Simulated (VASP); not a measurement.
Here is a VASP 6.6.1 calculation.

The input INCAR:

```
  ALGO = Fast
  EDIFF = 1E-6
  ENCUT = 520
  GGA = PE
  ISIF = 2
  ISMEAR = 0
  LASPH = True
  LCHARG = True
  LELF = True
  LREAL = False
  LVHAR = True
  LWAVE = False
  NBANDS = 41
  NELM = 60
  PREC = Accurate
  SIGMA = 0.1
```

Contents of KPOINTS:

```
k-points
0
Gamma
  8 8 8
```

The input POSCAR:

```
In4Ru
1.0
   -3.1368617872      3.1368617872      3.1368617872
    3.1368617872     -3.1368617872      3.1368617872
    3.1368617872      3.1368617872     -3.1368617872
In Ru
4 1
Direct
    0.5000000000      0.5000000000      0.5000000000
    0.0000000000      0.0000000000      0.5000000000
    0.5000000000      0.0000000000      0.0000000000
    0.0000000000      0.5000000000      0.0000000000
    0.0000000000      0.0000000000      0.0000000000
```

Potentials or basis: VASP PAW PBE potentials, release 64 (In_d, Ru_pv).

Launch:

```console
$ cat potpaw_PBE.64/In_d/POTCAR potpaw_PBE.64/Ru_pv/POTCAR > POTCAR
$ mpirun -np 1 vasp_std > vasp.out
```

Q: Predict the band gap on the k mesh.

A: Zero (band 33 reaches 10.06 eV, above the bottom of band 34 at 6.67 eV).

Q: Estimate the pressure.

A: 0.0 GPa.

Caveat: spin-orbit coupling is left out, which moves the levels of the heavy elements.
